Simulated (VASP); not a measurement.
Set up this calculation in VASP 6.6.1, as the native input.

* Task: single point
* Functional: PBE
* Potentials or basis: VASP PAW PBE potentials, release 64 (Mg, O)
* Cutoff: 520 eV
* k mesh: 10 × 10 × 10
* Occupations: fermi-dirac, width 0.02 eV
* Spin: no spin polarisation
* Dipole correction: no
* Further INCAR settings: ALGO = Normal; EDIFF = 1e-06; NBANDS = 11

The structure of MgO lies in POSCAR:

```
MgO
1.0
    0.0000000000      2.0601240671      2.1293490089
    2.0601240671      0.0000000000      2.1293490089
    2.0601240671      2.0601240671      0.0000000000
Mg O
1 1
Direct
    0.0000000000      0.0000000000      0.0000000000
    0.5000000000      0.5000000000      0.5000000000
```

This cell differs from its parent crystal: epitaxial xy strain -2.0%.

These files were run (other wordings do the same):

INCAR

```
SYSTEM = MgO
PREC     = Accurate       ! precision mode
ENCUT    = 520            ! plane-wave cutoff, eV
EDIFF    = 1E-6           ! SCF threshold, eV
ISMEAR   = -1             ! smearing method
SIGMA    = 0.02           ! smearing width, eV
LREAL    = .False.        ! projectors in reciprocal space
LASPH    = .True.         ! aspherical terms in the spheres
NELM     = 80             ! most SCF steps
ALGO     = Normal         ! electronic algorithm
ISIF     = 2              ! what is computed and relaxed
LWAVE    = .False.        ! write WAVECAR
LCHARG   = .True.         ! write CHGCAR
GGA      = PE             ! functional
LELF     = .True.         ! ELF
LVHAR    = .True.       
NBANDS   = 11             ! bands
```

KPOINTS

```
Automatic mesh
0
Gamma
  10 10 10
  0 0 0
```

Potentials or basis: VASP PAW PBE potentials, release 64 (Mg, O).

The run is started by

```bash
$ cat potpaw_PBE.64/Mg/POTCAR potpaw_PBE.64/O/POTCAR > POTCAR
$ mpirun -np 1 vasp_std > vasp.out
```

Results of the run:

```yaml
Pressure: 10.3 GPa
Band_gap_on_the_k_mesh: 5.01 eV, direct
```

Caveat: the cell differs from its parent crystal (epitaxial xy strain -2.0%).

Wall time 31 s on 1 thread of Intel Xeon 8259CL, with other jobs on the host, peak memory 0.12 GiB.
